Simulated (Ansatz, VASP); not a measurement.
ZrZn4N: VASP beside Ansatz

The input INCAR:

```
SYSTEM = ZrZn4N
PREC     = Accurate       ! precision mode
ENCUT    = 520            ! plane-wave cutoff, eV
EDIFF    = 1E-6           ! SCF threshold, eV
ISMEAR   = 0              ! smearing method
SIGMA    = 0.1            ! smearing width, eV
LREAL    = .FALSE.        ! projectors in reciprocal space
LASPH    = .TRUE.         ! aspherical terms in the spheres
NELM     = 80             ! most SCF steps
ALGO     = Normal         ! electronic algorithm
ISIF     = 2              ! what is computed and relaxed
LWAVE    = .FALSE.        ! write WAVECAR
LCHARG   = .TRUE.         ! write CHGCAR
GGA      = PE             ! functional
LELF     = .TRUE.         ! ELF
LVHAR    = .TRUE.       
NBANDS   = 42             ! bands
```

Contents of KPOINTS:

```
Automatic mesh
0
G
  6 6 4
  0 0 0
```

Contents of POSCAR:

```
ZrZn4N
1.0
    4.9385266400      0.0000000000      0.0000000000
   -2.4692633200      4.2768895300      0.0000000000
    0.0000000000      0.0000000000      4.0478714200
Zr Zn N
1 4 1
Direct
    0.0000000000      0.0000000000      0.0000000000
    0.6666666700      0.3333333300      0.0000000000
    0.9995070100      0.4997535000      0.5000000000
    0.5002465000      0.4997535000      0.5000000000
    0.5002465000      0.0004929900      0.5000000000
    0.3333333300      0.6666666700      0.0000000000
```

Input for Ansatz:

```yaml
crystal:
  lattice:
    - [4.93852664, 0.0, 0.0]
    - [-2.46926332, 4.27688953, 0.0]
    - [0.0, 0.0, 4.04787142]
  atoms:
    - { symbol: Zr, position: [0.0, 0.0, 0.0] }
    - { symbol: Zn, position: [0.66666667, 0.33333333, 0.0] }
    - { symbol: Zn, position: [0.99950701, 0.4997535, 0.5] }
    - { symbol: Zn, position: [0.5002465, 0.4997535, 0.5] }
    - { symbol: Zn, position: [0.5002465, 0.00049299, 0.5] }
    - { symbol: "N", position: [0.33333333, 0.66666667, 0.0] }
basis:
  ecutwfc: 420
kpoints:
  mp_grid: { grid: [6, 6, 4] }
hamiltonian:
  xc: pbe
scf:
  occupations: { method: gaussian, width: 0.1 }
  lower_state_search: "off"
output:
  forces: true
  stress: true
  eigenvalues: true
```

Change from the starting cell: species swapped into the CeCo4Cu type (P-6m2, No. 187).

Alike in both runs: task single point; functional PBE; k mesh 6 × 6 × 4; occupations gaussian, width 0.1 eV; no spin polarisation.

|  | VASP | Ansatz |
| --- | --- | --- |
| version | VASP 6.6.1 | Ansatz 0.2.0 |
| potentials or method | VASP PAW PBE potentials, release 64 (Zr_sv, Zn, N), cutoff 520 eV | scalar-relativistic, plane waves, PAW |
| valence electrons in the cell | 65 | 65 |

VASP gave:

| Item | Value |
| --- | --- |
| gap on the k mesh at the Fermi level (eV) | none |
| pressure (GPa) | 3.8 |
| traceless stress, the component that is largest in VASP (GPa) | -4.08 |
| rms of the force components (eV/Å) | 0.279 |

**Question.** What did Ansatz give for the same quantities?

**Answer.** gap on the k mesh at the Fermi level (eV): none; pressure (GPa): 3.2; traceless stress, the component that is largest in VASP (GPa): -4.09; rms of the force components (eV/Å): 0.276.

Atom by atom the forces differ by 0.003 eV/Å (rms over components). A gap of «none» marks a metal or a gap that the smearing closes. With one functional, cell and mesh, what is left measures potentials, basis and numerics.

The k mesh is coarse, so the values compare programs but aren't converged.
